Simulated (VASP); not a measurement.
# AlN (Imm2) in VASP: a series of runs

AlN is run at these levels: PBEsol; tasks: single point.

Everything below comes from runs of VASP 6.6.1. Logs are shortened: lines on timing, memory, paths and dates and some standing lists are left out, and cuts for length are marked.

### Step 1. The cell of the first run

It takes space group Imm2 (No. 44, orthorhombic). The conventional cell has a = 3.089 Å, b = 3.089 Å, c = 4.368 Å, α = 90.00°, β = 90.00°, γ = 90.00°. Within 2.4 Å of Al (site symmetry mm2) lie 4 N at 1.77 to 2.03 Å. N (site symmetry mm2) has 4 Al at 1.77 to 2.03 Å within 2.4 Å.

### Step 2. Single point, PBEsol (one atom moved)

The input, INCAR:

```
PREC = Accurate ; ENCUT = 520
EDIFF = 1E-6 ; ISMEAR = 0
SIGMA = 0.02 ; LREAL = F
LASPH = T ; NELM = 80
ALGO = Normal ; ISIF = 2
LWAVE = F ; LCHARG = F
GGA = PS ; NBANDS = 11
```

The input, KPOINTS:

```
Automatic mesh
0
Gamma
  10 10 10
```

The input, POSCAR:

```
AlN
1.0
    0.0000000000      2.1839935596      2.1839935596
    2.1839935596      0.0000000000      2.1839935596
    2.1839935596      2.1839935596      0.0000000000
Al N
1 1
Direct
    0.0000000000      0.0000000000      0.0000000000
    0.6984888591      0.8015111409      0.8015111409
```

Potentials or basis: VASP PAW PBE potentials, release 64 (Al, N).

On the command line:

```sh
$ cat potpaw_PBE.64/Al/POTCAR potpaw_PBE.64/N/POTCAR > POTCAR
$ mpirun -np 1 vasp_std > vasp.out
```

OUTCAR:

```text
PREC = Accurate
   ENCUT = 520
   EDIFF = 1E-6
   ISMEAR = 0
   LREAL = F
   LASPH = T
   NELM = 80
   ISIF = 2
   GGA = PS

 ion  position               nearest neighbor table
   1  0.000  0.000  0.000-   2 1.77   2 1.77   2 2.03   2 2.03
   2  0.698  0.802  0.802-   1 1.77   1 1.77   1 2.03   1 2.03

  LATTYP: Found a face centered cubic cell.
 ALAT       =     4.3679871192

  Lattice vectors:

 A1 = (   0.0000000000,   2.1839935596,   2.1839935596)
 A2 = (   2.1839935596,   0.0000000000,   2.1839935596)
 A3 = (   2.1839935596,   2.1839935596,   0.0000000000)

Analysis of symmetry for initial positions (statically):
=====================================================================
 Subroutine PRICEL returns:
 Original cell was already a primitive cell.

 Routine SETGRP: Setting up the symmetry group for a
 face centered cubic supercell.

 Subroutine GETGRP returns: Found  4 space group operations
 (whereof  4 operations were pure point group operations)
 out of a pool of 48 trial point group operations.

The static configuration has the point symmetry C_2v.

Analysis of symmetry for dynamics (positions and initial velocities):
=====================================================================
 Subroutine PRICEL returns:
 Original cell was already a primitive cell.

 Routine SETGRP: Setting up the symmetry group for a
 face centered cubic supercell.

 Subroutine GETGRP returns: Found  4 space group operations
 (whereof  4 operations were pure point group operations)
 out of a pool of 48 trial point group operations.

The dynamic configuration has the point symmetry C_2v.

 Subroutine INISYM returns: Found  4 space group operations
 (whereof  4 operations are pure point group operations),
 and found     1 'primitive' translations

----------------------------------------------------------------------------------------

                                     Primitive cell

  volume of cell :      20.8345

  direct lattice vectors                    reciprocal lattice vectors
     0.000000000  2.183993560  2.183993560    -0.228938404  0.228938404  0.228938404
     2.183993560  0.000000000  2.183993560     0.228938404 -0.228938404  0.228938404
     2.183993560  2.183993560  0.000000000     0.228938404  0.228938404 -0.228938404

  length of vectors
     3.088633312  3.088633312  3.088633312     0.396532948  0.396532948  0.396532948

  position of ions in fractional coordinates (direct lattice)
     0.000000000  0.000000000  0.000000000
     0.698488859  0.801511141  0.801511141

[... 79 lines left out ...]
   NSW    =      0    number of steps for IOM
   IBRION =     -1    ionic relax: 0-MD 1-quasi-New 2-CG
   NFREE  =      0    steps in history (QN), initial steepest desc. (CG)
   ISIF   =      2    stress and relaxation
   ISYM   =      2    0-nonsym 1-usesym 2-fastsym
   POTIM  = 0.5000    time-step for ionic-motion
   TEBEG  =    0.0;   TEEND  =   0.0 temperature during run
   PSTRESS=    0.0 pullay stress
   NELECT =       8.0000    total number of electrons
   NUPDOWN=      -1.0000    fix difference up-down
   EMIN   =  10.00;   EMAX   =-10.00  energy-range for DOS
   EFERMI =   0.00;   METHOD = LEGACY
   ISMEAR =     0;   SIGMA  =   0.02  broadening in eV -4-tet -1-fermi 0-gaus
   EFERMI_NEDOS =   21; number of points for ismear=-14 and -15
   IALGO  =     38    algorithm
   IMIX   =      4    mixing-type and parameters
     AMIX     =   0.40;   BMIX     =  1.00
     AMIX_MAG =   1.60;   BMIX_MAG =  1.00
  volume/ion in A,a.u.               =      10.42        70.30
  Fermi-wavevector in a.u.,A,eV,Ry     =   1.189899  2.248583 19.263943  1.415860
  Thomas-Fermi vector in A             =   2.325996
   LORBIT       =      0    0 simple, 1 ext, 2 COOP (PROOUT), +10 PAW based schemes
   GGA     = PS    functional components
   LHFCALC =     F    Hartree Fock is set to
   AEXX    =    0.0000 exact exchange contribution
   IVDW    =     0    specifies the selected vdW correction
   LEPSILON=     F    determine dielectric tensor
   LRPA    =     F    only Hartree local field effects (RPA)
 non-spin polarized calculation
 Gauss-broadening in eV      SIGMA  =   0.02
  energy-cutoff  :      520.00
  volume of cell :       20.83
 maximum number of plane-waves:       571
   NGX = 11   NGY = 11   NGZ = 11

 number of electron       8.0000000 magnetization

 Free energy of the ion-electron system (eV)
  ---------------------------------------------------
  ext. energy  EPLUGINS =         0.00000000
  ---------------------------------------------------
  free energy    TOTEN  =       -15.24855197 eV

  energy without entropy =      -15.24855197  energy(sigma->0) =      -15.24855197

 E-fermi :   6.4770     XC(G=0): -11.1224

 val. band max:        6.3898475557   @ k =   0.0000   0.0000   0.0000
 cond. band min:       9.0194755261   @ k =   0.5000   0.5000   0.0000
 fundamental gap:      2.6296279704
 Fermi energy:         6.4769874734

 k-point     1 :       0.0000    0.0000    0.0000
  band No.  band energies     occupation
      1      -9.0979      2.00000
      2       5.2512      2.00000
      3       5.9081      2.00000
      4       6.3898      2.00000
      5       9.8931      0.00000
      6      18.2872      0.00000
      7      18.3973      0.00000
      8      18.4143      0.00000
      9      23.2068      0.00000
     10      23.4005      0.00000
     11      23.9851      0.00000
[... 309 lines left out ...]
 k-point    24 :       0.1000    0.0000    0.4000
  band No.  band energies     occupation
      1      -7.4182      2.00000
      2       1.1318      2.00000
      3       4.6118      2.00000
      4       5.3851      2.00000
      5      13.1310      0.00000
      6      15.2178      0.00000
      7      17.2392      0.00000
      8      17.9150      0.00000
      9      22.5256      0.00000
     10      24.0320      0.00000
     11      25.9018      0.00000

 [... further k-points ...]
[... 5 lines left out ...]
  --------------------------------------------------------------------------------------
  -------------------------------------------------------------------------------------
  Total        0.1142128      1.4198458      1.4198458      0.0000000      2.2629568      0.0000000
  in kB        8.7829646    109.1861894    109.1861894      0.0000000    174.0214555      0.0000000
  external PRESSURE =      75.7184478 kB  Pullay stress =       0.0000000 kB

 VOLUME and BASIS-vectors are now :
 -----------------------------------------------------------------------------
  energy-cutoff  :      520.00
  volume of cell :       20.83
      direct lattice vectors                 reciprocal lattice vectors
     0.000000000  2.183993560  2.183993560    -0.228938404  0.228938404  0.228938404
     2.183993560  0.000000000  2.183993560     0.228938404 -0.228938404  0.228938404
     2.183993560  2.183993560  0.000000000     0.228938404  0.228938404 -0.228938404

 POSITION                                       TOTAL-FORCE (eV/Angst)
 -----------------------------------------------------------------------------------
      0.00000      0.00000      0.00000         3.137540      0.000000      0.000000
      3.50099      3.27599      3.27599        -3.137540     -0.000000     -0.000000
 -----------------------------------------------------------------------------------
    total drift:                               -0.000207     -0.000001     -0.000001

  FREE ENERGIE OF THE ION-ELECTRON SYSTEM (eV)
  ---------------------------------------------------
  free  energy   TOTEN  =       -15.2485519667 eV

  energy  without entropy=      -15.2485519667  energy(sigma->0) =      -15.24855197
```

stdout:

```text
POSCAR found type information on POSCAR AlN
 POSCAR found :  2 types and       2 ions
 scaLAPACK will be used
 -----------------------------------------------------------------------------
|                                                                             |
|                                                                             |
|     You enforced a specific xc type in the INCAR file but a different       |
|     I HOPE YOU KNOW WHAT YOU ARE DOING!                                     |
|                                                                             |
 -----------------------------------------------------------------------------

 LDA part: xc-table for (Slater+PW92), standard interpolation
 POSCAR, INCAR and KPOINTS ok, starting setup
 FFT: planning ... GRIDC
 FFT: planning ... GRID_SOFT
 FFT: planning ... GRID
 WAVECAR not read
 entering main loop
```

It took 60 s on 1 thread of AMD EPYC 7R13, shared host; peak memory 0.13 GiB.

Results:

| Item | Value |
| --- | --- |
| Free energy | -15.2486 eV |
| Pressure | 7.6 GPa |
| Largest force | 3.138 eV/Å |
| Band gap on the k mesh | 2.63 eV, indirect (least direct gap 3.50 eV) |

Forces in eV/Å, atoms in the order of the input:
```
Al   3.138  0.000  0.000
N   -3.138  0.000  0.000
```

Stress tensor (GPa, compression positive):
```
 0.88  0.00  0.00
 0.00 10.92 17.40
 0.00 17.40 10.92
```

Levels at points of the mesh, in eV from the valence-band top:
| k point | band 2 | band 3 | band 4 | band 5 | band 6 | band 7 |
| --- | --- | --- | --- | --- | --- | --- |
| (0.00, 0.00, 0.00) | -1.14 | -0.48 | 0.00 | 3.50 | 11.90 | 12.01 |
| (0.50, 0.00, 0.00) | -6.59 | -1.10 | -0.55 | 6.50 | 8.95 | 10.34 |
| (0.00, 0.50, 0.00) | -6.26 | -1.57 | -0.79 | 6.74 | 9.23 | 10.37 |
| (0.50, 0.50, 0.00) | -5.50 | -2.27 | -2.21 | 2.63 | 7.67 | 13.03 |
| (0.00, 0.50, 0.50) | -5.45 | -2.76 | -1.95 | 2.73 | 8.01 | 13.06 |

Caveat: the cell differs from its parent crystal (one atom moved); the PAW data sets were made with another functional, which shifts forces and pressure a little.

### Step 3. Single point, PBEsol (strained and its atoms moved)

The input, INCAR:

```
  PREC = Accurate
  ENCUT = 520
  EDIFF = 1E-6
  ISMEAR = 0
  SIGMA = 0.02
  LREAL = F
  LASPH = T
  NELM = 60
  ALGO = Normal
  ISIF = 2
  LWAVE = F
  LCHARG = F
  GGA = PS
  NBANDS = 11
```

KPOINTS is that of step 2.

The input, POSCAR:

```
AlN
1.0
    0.0000000000      2.0806469844      2.0806469844
    2.1493117419     -0.1310396136      2.2116865979
    2.1493117419      2.2116865979     -0.1310396136
Al N
1 1
Direct
   -0.0068681521      0.0068681521      0.0068681521
    0.7568681521      0.7431318479      0.7431318479
```

Potentials or basis: VASP PAW PBE potentials, release 64 (Al, N).

On the command line:

```sh
$ cat potpaw_PBE.64/Al/POTCAR potpaw_PBE.64/N/POTCAR > POTCAR
$ mpirun -np 1 vasp_std > vasp.out
```

OUTCAR:

```text
PREC = Accurate
   ENCUT = 520
   EDIFF = 1E-6
   ISMEAR = 0
   LREAL = F
   LASPH = T
   NELM = 60
   ISIF = 2
   GGA = PS

 ion  position               nearest neighbor table
   1  0.993  0.007  0.007-   2 1.86   2 1.86   2 1.94   2 1.94
   2  0.757  0.743  0.743-   1 1.86   1 1.86   1 1.94   1 1.94

  LATTYP: Found a body centered orthorhombic cell.
 ALAT       =     2.9424791838
 B/A-ratio  =     1.1259604484
 C/A-ratio  =     1.4608849257

  Lattice vectors:

 A1 = (  -2.1493117419,   0.1310396136,  -2.2116865979)
[... 515 lines left out ...]
      7      17.3747      0.00000
      8      18.1172      0.00000
      9      22.5054      0.00000
     10      24.4718      0.00000
     11      26.3448      0.00000

 [... further k-points ...]
[... 5 lines left out ...]
  --------------------------------------------------------------------------------------
  -------------------------------------------------------------------------------------
  Total        0.1728328      0.0518869      0.0518869     -0.0000000      2.8742836     -0.0000000
  in kB       13.2156152      3.9675153      3.9675153     -0.0000000    219.7813580     -0.0000000
  external PRESSURE =       7.0502152 kB  Pullay stress =       0.0000000 kB

 VOLUME and BASIS-vectors are now :
 -----------------------------------------------------------------------------
  energy-cutoff  :      520.00
  volume of cell :       20.95
      direct lattice vectors                 reciprocal lattice vectors
     0.000000000  2.080646984  2.080646984    -0.232632610  0.240309867  0.240309867
     2.149311742 -0.131039614  2.211686598     0.232632610 -0.213426562  0.213426562
     2.149311742  2.211686598 -0.131039614     0.232632610  0.213426562 -0.213426562

 POSITION                                       TOTAL-FORCE (eV/Angst)
 -----------------------------------------------------------------------------------
      0.02952      2.08065      2.08065         0.240080     -0.000000     -0.000000
      3.19444      3.12097      3.12097        -0.240080      0.000000      0.000000
 -----------------------------------------------------------------------------------
    total drift:                               -0.000202      0.000000      0.000000

  FREE ENERGIE OF THE ION-ELECTRON SYSTEM (eV)
  ---------------------------------------------------
  free  energy   TOTEN  =       -15.4445089747 eV

  energy  without entropy=      -15.4445089747  energy(sigma->0) =      -15.44450897
```

OSZICAR:

```text
N       E                     dE             d eps       ncg     rms          rms(c)
DAV:   1     0.104802241214E+02    0.10480E+02   -0.38625E+03  3874   0.603E+02
DAV:   2    -0.167581532838E+02   -0.27238E+02   -0.26045E+02  4478   0.137E+02
DAV:   3    -0.176929820914E+02   -0.93483E+00   -0.93322E+00  4611   0.239E+01
DAV:   4    -0.176979216820E+02   -0.49396E-02   -0.49392E-02  4278   0.190E+00
DAV:   5    -0.176979797315E+02   -0.58050E-04   -0.58049E-04  4572   0.199E-01    0.827E+00
DAV:   6    -0.154922742410E+02    0.22057E+01   -0.10903E+01  4392   0.163E+01    0.286E+00
DAV:   7    -0.154648510707E+02    0.27423E-01   -0.15379E-01  4284   0.307E+00    0.201E+00
DAV:   8    -0.154456742198E+02    0.19177E-01   -0.32468E-02  4254   0.160E+00    0.510E-01
DAV:   9    -0.154444864830E+02    0.11877E-02   -0.39426E-03  4539   0.396E-01    0.209E-01
DAV:  10    -0.154445035524E+02   -0.17069E-04   -0.26965E-04  4303   0.117E-01    0.206E-02
DAV:  11    -0.154445085441E+02   -0.49917E-05   -0.91191E-06  4533   0.245E-02    0.103E-02
DAV:  12    -0.154445089747E+02   -0.43060E-06   -0.14545E-06  2607   0.795E-03
   1 F= -.15444509E+02 E0= -.15444509E+02  d E =-.106457E-23
```

Wall time 19 s (1 thread of Intel Xeon Platinum 8259CL at 2.50GHz (Skylake/Cascade Lake), shared host); peak memory 0.16 GiB.

What came out:

| Property | Result |
| --- | --- |
| Free energy | -15.4445 eV |
| Pressure | 0.7 GPa |
| Largest force | 0.240 eV/Å |
| Band gap on the k mesh | 2.30 eV, indirect (least direct gap 3.31 eV) |

Forces on the atoms (eV/Å):
```
Al   0.240  0.000  0.000
N   -0.240  0.000  0.000
```

Levels at points of the mesh, in eV from the valence-band top:
```tsv
k point	band 1	band 2	band 3	band 4	band 5	band 6	band 7	band 8	band 9
(0.00, 0.00, 0.00)	-15.41	-0.89	-0.46	0.00	3.31	10.50	12.28	13.53	16.85
(0.50, 0.00, 0.00)	-13.10	-6.14	-1.41	-0.97	6.12	8.92	9.20	11.08	17.33
(0.00, 0.50, 0.00)	-13.54	-6.59	-0.75	-0.53	7.19	8.88	11.01	11.57	17.20
(0.50, 0.50, 0.00)	-12.69	-5.46	-2.16	-2.15	2.71	8.12	12.54	15.14	15.44
(0.00, 0.50, 0.50)	-12.65	-5.24	-3.17	-1.53	2.30	8.14	13.55	14.55	15.45
```

Caveat: the cell differs from its parent crystal (strained and its atoms moved); the PAW data sets were made with another functional, which shifts forces and pressure a little. A k mesh can miss the band edges.
